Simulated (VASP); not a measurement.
A run of VASP 6.6.1:

File INCAR:

```
SYSTEM = GaP
PREC = Accurate
ENCUT = 500
EDIFF = 1E-6
ISMEAR = 0
SIGMA = 0.02
LREAL = .False.
LASPH = .True.
NELM = 120
ALGO = Normal
ISIF = 2
LWAVE = .False.
LCHARG = .False.
GGA = PS
NBANDS = 16
GGA_COMPAT = .False.
```

KPOINTS

```
Automatic mesh
0
Gamma
  6 6 6
  0 0 0
```

File POSCAR:

```
GaP
1.0
    0.0000000000      2.7192251024      2.7192251024
    2.7192251024      0.0000000000      2.7192251024
    2.7192251024      2.7192251024      0.0000000000
Ga P
1 1
Direct
    0.0000000000      0.0000000000      0.0000000000
    0.2500000000      0.2500000000      0.2500000000
```

Potentials or basis: VASP PAW PBE potentials, release 64 (Ga_d, P).

The run is started by

```console
$ cat potpaw_PBE.64/Ga_d/POTCAR potpaw_PBE.64/P/POTCAR > POTCAR
$ mpirun -np 1 vasp_std > vasp.out
```

Hardware: 1 thread of Intel(R) Xeon(R) Platinum 8259CL CPU @ 2.50GHz (Skylake/Cascade Lake), on a shared host.

How long does it take, and how much memory?

Run time: 11 s on 1 thread of Intel(R) Xeon(R) Platinum 8259CL CPU @ 2.50GHz (Skylake/Cascade Lake), with other jobs on the host, peak memory 0.15 GiB. Counts: scf iterations 12, k points 16.
